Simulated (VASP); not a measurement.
# TaS2 in VASP: a series of runs, part 3 of 3

VASP 6.6.1. The steps go on from the part before.

## (6) Single point, PBE

This run uses another cell than the first one.

The input, INCAR:

```
PREC = Accurate
ENCUT = 400
EDIFF = 1E-6
ISMEAR = 0
SIGMA = 0.05
LREAL = F
LASPH = T
NELM = 120
ALGO = Normal
ISIF = 2
LWAVE = F
LCHARG = F
LDIPOL = T
IDIPOL = 3
DIPOL = 0.5 0.5 0.500
GGA = PE
NBANDS = 18
GGA_COMPAT = F
NELMDL = -8
```

The input, KPOINTS:

```
regular mesh
0
Gamma
  12 12 1
```

The input, POSCAR:

```
TaS2
1.0
    3.3457050670      0.0000000000      0.0000000000
   -1.6728525340      2.8974655820      0.0000000000
    0.0000000000      0.0000000000     26.1604830660
S Ta
2 1
Direct
    0.6666666667      0.3333333333      0.4411279691
    0.3333333333      0.6666666667      0.5588720309
    0.0000000000      0.0000000000      0.5000000000
```

Potentials or basis: VASP PAW PBE potentials, release 64 (S, Ta_pv).

Launch:

```bash
$ cat potpaw_PBE.64/S/POTCAR potpaw_PBE.64/Ta_pv/POTCAR > POTCAR
$ mpirun -np 1 vasp_std > vasp.out
```

OUTCAR:

```text
PREC = Accurate
   ENCUT = 400
   EDIFF = 1E-6
   ISMEAR = 0
   LREAL = F
   LASPH = T
   NELM = 120
   ISIF = 2
   GGA = PE
   NELMDL = -8

 ion  position               nearest neighbor table
   1  0.667  0.333  0.441-   3 2.47   3 2.47   3 2.47
   2  0.333  0.667  0.559-   3 2.47   3 2.47   3 2.47
   3  0.000  0.000  0.500-   1 2.47   2 2.47   1 2.47   2 2.47   1 2.47   2 2.47

  LATTYP: Found a hexagonal cell.
 ALAT       =     3.3457050670
 C/A-ratio  =     7.8191240836

  Lattice vectors:

 A1 = (   3.3457050670,   0.0000000000,   0.0000000000)
 A2 = (  -1.6728525340,   2.8974655820,   0.0000000000)
 A3 = (   0.0000000000,   0.0000000000,  26.1604830660)

Analysis of symmetry for initial positions (statically):
=====================================================================
 Subroutine PRICEL returns:
 Original cell was already a primitive cell.

 Routine SETGRP: Setting up the symmetry group for a
 hexagonal supercell.

 Subroutine GETGRP returns: Found 12 space group operations
 (whereof 12 operations were pure point group operations)
 out of a pool of 24 trial point group operations.

The static configuration has the point symmetry D_3d.

Analysis of symmetry for dynamics (positions and initial velocities):
=====================================================================
 Subroutine PRICEL returns:
 Original cell was already a primitive cell.

 Routine SETGRP: Setting up the symmetry group for a
 hexagonal supercell.

 Subroutine GETGRP returns: Found 12 space group operations
 (whereof 12 operations were pure point group operations)
 out of a pool of 24 trial point group operations.

The dynamic configuration has the point symmetry D_3d.

 Subroutine INISYM returns: Found 12 space group operations
 (whereof 12 operations are pure point group operations),
 and found     1 'primitive' translations

----------------------------------------------------------------------------------------

                                     Primitive cell

  volume of cell :     253.6014

  direct lattice vectors                    reciprocal lattice vectors
     3.345705067  0.000000000  0.000000000     0.298890661  0.172564604  0.000000000
    -1.672852534  2.897465582  0.000000000     0.000000000  0.345129207  0.000000000
     0.000000000  0.000000000 26.160483066     0.000000000  0.000000000  0.038225594

  length of vectors
     3.345705067  3.345705068 26.160483066     0.345129208  0.345129207  0.038225594

  position of ions in fractional coordinates (direct lattice)
     0.666666667  0.333333333  0.441127969
     0.333333333  0.666666667  0.558872031
     0.000000000  0.000000000  0.500000000

  ion indices of the primitive-cell ions
   primitive index   ion index
                 1           1
                 2           2
                 3           3

----------------------------------------------------------------------------------------

 KPOINTS: regular mesh

Automatic generation of k-mesh.
 Grid dimensions read from file:
 generate k-points for:   12   12    1
[... 22 lines left out ...]
  0.083333  0.000000  0.000000      6.000000
  0.166667  0.000000  0.000000      6.000000
  0.250000  0.000000  0.000000      6.000000
  0.333333  0.000000  0.000000      6.000000
  0.416667  0.000000  0.000000      6.000000
[... 11 lines left out ...]
  0.333333  0.250000  0.000000     12.000000
  0.333333  0.333333  0.000000      2.000000
   k-points           NKPTS =     19   k-points in BZ     NKDIM =     19   number of bands    NBANDS=     18
   number of dos      NEDOS =    301   number of ions     NIONS =      3
   total plane-waves  NPLWV = 103680
   dimension x,y,z NGX =    24 NGY =   24 NGZ =  180
   dimension x,y,z NGXF=    48 NGYF=   48 NGZF=  360
   ions per type =               2   1
   NGX,Y,Z   is equivalent  to a cutoff of  11.93, 11.93, 11.44 a.u.
   NGXF,Y,Z  is equivalent  to a cutoff of  23.85, 23.85, 22.88 a.u.
 SYSTEM =  unknown system
   PREC   = accura    normal or accurate (medium, high low for compatibility)
   ISTART =      0    job   : 0-new  1-cont  2-samecut
   ICHARG =      2    charge: 1-file 2-atom 10-const
   ISPIN  =      1    spin polarized calculation?
   LNONCOLLINEAR =      F non collinear calculations
   LSORBIT =      F    spin-orbit coupling
   LASPH  =      T    aspherical Exc in radial PAW
   ENCUT  =  400.0 eV  29.40 Ry    5.42 a.u.   5.46  5.46 42.66*2*pi/ulx,y,z
   NELM   =    120;   NELMIN=  2; NELMDL= -8     # of ELM steps
   EDIFF  = 0.1E-05   stopping-criterion for ELM
   LREAL  =      F    real-space projection
   EDIFFG = 0.1E-04   stopping-criterion for IOM
   NSW    =      0    number of steps for IOM
   IBRION =     -1    ionic relax: 0-MD 1-quasi-New 2-CG
   NFREE  =      0    steps in history (QN), initial steepest desc. (CG)
   ISIF   =      2    stress and relaxation
   ISYM   =      2    0-nonsym 1-usesym 2-fastsym
   POTIM  = 0.5000    time-step for ionic-motion
   TEBEG  =    0.0;   TEEND  =   0.0 temperature during run
   PSTRESS=    0.0 pullay stress
   NELECT =      23.0000    total number of electrons
   NUPDOWN=      -1.0000    fix difference up-down
   EMIN   =  10.00;   EMAX   =-10.00  energy-range for DOS
   EFERMI =   0.00;   METHOD = LEGACY
   ISMEAR =     0;   SIGMA  =   0.05  broadening in eV -4-tet -1-fermi 0-gaus
   EFERMI_NEDOS =   21; number of points for ismear=-14 and -15
   IALGO  =     38    algorithm
   IMIX   =      4    mixing-type and parameters
     AMIX     =   0.40;   BMIX     =  1.00
     AMIX_MAG =   1.60;   BMIX_MAG =  1.00
  volume/ion in A,a.u.               =      84.53       570.46
  Fermi-wavevector in a.u.,A,eV,Ry     =   0.735530  1.389950  7.360805  0.541004
  Thomas-Fermi vector in A             =   1.828749
   LORBIT       =      0    0 simple, 1 ext, 2 COOP (PROOUT), +10 PAW based schemes
   GGA     = PE    functional components
   LHFCALC =     F    Hartree Fock is set to
   AEXX    =    0.0000 exact exchange contribution
   IVDW    =     0    specifies the selected vdW correction
   LEPSILON=     F    determine dielectric tensor
   LRPA    =     F    only Hartree local field effects (RPA)
 non-spin polarized calculation
 Gauss-broadening in eV      SIGMA  =   0.05
  energy-cutoff  :      400.00
  volume of cell :      253.60
 maximum number of plane-waves:      4693
 NGX is ok and might be reduce to    24
   NGX = 11   NGY = 11   NGZ = 85

 dipolmoment           0.000000      0.000000      0.000000 electrons x Angstroem

 number of electron      23.0000002 magnetization

 dipolmoment           0.000000      0.000000     -0.000000 electrons x Angstroem

 Free energy of the ion-electron system (eV)
  ---------------------------------------------------
  ext. energy  EPLUGINS =         0.00000000
  ---------------------------------------------------
  free energy    TOTEN  =       -23.14512447 eV

  energy without entropy =      -23.14253280  energy(sigma->0) =      -23.14382864

 E-fermi :  -2.5903     XC(G=0):  -2.7976

 val. band max:       -2.6086771085   @ k =   0.1667   0.0833   0.0000
 cond. band min:      -2.5454793990   @ k =   0.4167   0.1667   0.0000
 fundamental gap:      0.0631977095
 Fermi energy:        -2.5903105844

 k-point     1 :       0.0000    0.0000    0.0000
  band No.  band energies     occupation
      1     -37.9386      2.00000
      2     -37.9201      2.00000
      3     -37.9201      2.00000
      4     -17.3760      2.00000
      5     -15.9076      2.00000
      6      -8.9122      2.00000
[... 376 lines left out ...]
      5     -15.3989      2.00000
      6      -8.0719      2.00000
[... 10 lines left out ...]
     17       3.7399      0.00000
     18       5.8279      0.00000

------------------------ aborting loop because EDIFF is reached ----------------------------------------

 vacuum level on the upper side and lower side of the slab       (xc-potential included)        -0.007        -0.007

  FORCE on cell =-STRESS in cart. coord.  units (eV):
  Direction    XX          YY          ZZ          XY          YZ          ZX
  --------------------------------------------------------------------------------------
  -------------------------------------------------------------------------------------
  Total        0.8859854      0.8859854      0.2833558     -0.0000000      0.0000000     -0.0000000
  in kB        5.5973886      5.5973886      1.7901567     -0.0000000      0.0000000     -0.0000000
  external PRESSURE =       4.3283113 kB  Pullay stress =       0.0000000 kB

 VOLUME and BASIS-vectors are now :
 -----------------------------------------------------------------------------
  energy-cutoff  :      400.00
  volume of cell :      253.60
      direct lattice vectors                 reciprocal lattice vectors
     3.345705067  0.000000000  0.000000000     0.298890661  0.172564604  0.000000000
    -1.672852534  2.897465582  0.000000000     0.000000000  0.345129207  0.000000000
     0.000000000  0.000000000 26.160483066     0.000000000  0.000000000  0.038225594

 POSITION                                       TOTAL-FORCE (eV/Angst)
 -----------------------------------------------------------------------------------
      1.67285      0.96582     11.54012         0.000000      0.000000     -0.100215
     -0.00000      1.93164     14.62036        -0.000000     -0.000000      0.100215
      0.00000      0.00000     13.08024        -0.000000     -0.000000      0.000000
 -----------------------------------------------------------------------------------
    total drift:                               -0.000000     -0.000000     -0.000000

  FREE ENERGIE OF THE ION-ELECTRON SYSTEM (eV)
  ---------------------------------------------------
  free  energy   TOTEN  =       -23.1451244744 eV

  energy  without entropy=      -23.1425327964  energy(sigma->0) =      -23.14382864

 vacuum level on the upper side and lower side of the slab         2.397         2.397
```

Run time: 3.3 min. Hardware: 1 thread of Intel Xeon 8259CL, shared host; peak memory 0.32 GiB.

What came out:

```
Free energy            : -23.1451 eV
Largest force          : 0.100 eV/Å
Band gap on the k mesh : zero (an odd number of electrons rules out a gap without spin polarisation)
```

Forces in eV/Å, atoms in the order of the input:
```
S    0.000  0.000 -0.100
S    0.000  0.000  0.100
Ta   0.000  0.000  0.000
```

Caveat: spin-orbit coupling is left out, which moves the levels of the heavy elements.

## (7) The runs side by side

| level | potentials or basis | cell | gap on the mesh (eV) | largest force (eV/Å) |
| --- | --- | --- | --- | --- |
| PBE | VASP PAW PBE potentials, release 64 (S, Ta_pv) | a = 3.381, b = 3.381, c = 19.062 Å, angles 90.0, 90.0, 120.0°, 3 atoms, atomic positions A | none | 0.01 |
| LDA | VASP PAW LDA potentials, release 64 (S, Ta_pv) | a = 3.304, b = 3.304, c = 26.099 Å, angles 90.0, 90.0, 120.0°, 3 atoms, atomic positions B | none | 0.05 |
| PBE | VASP PAW PBE potentials, release 64 (S, Ta_pv) | a = 3.350, b = 3.350, c = 25.860 Å, angles 90.0, 90.0, 120.0°, 3 atoms, atomic positions C | none | 1.32 |
| PBE | VASP PAW PBE potentials, release 64 (S, Ta_pv) | a = 3.350, b = 3.350, c = 26.175 Å, angles 90.0, 90.0, 120.0°, 3 atoms, atomic positions D | none | 0.01 |
| PBE | VASP PAW PBE potentials, release 64 (S, Ta_pv) | a = 3.346, b = 3.346, c = 26.160 Å, angles 90.0, 90.0, 120.0°, 3 atoms, atomic positions B | none | 0.10 |

Alike in all rows: task single point; no spin polarisation; k mesh 12 × 12 × 1; cutoff (eV) 400; smearing gaussian 0.05 eV.

Caveats: spin-orbit coupling is left out, which moves the levels of the heavy elements.

Absolute energies hang on the potentials; compare differences alone.
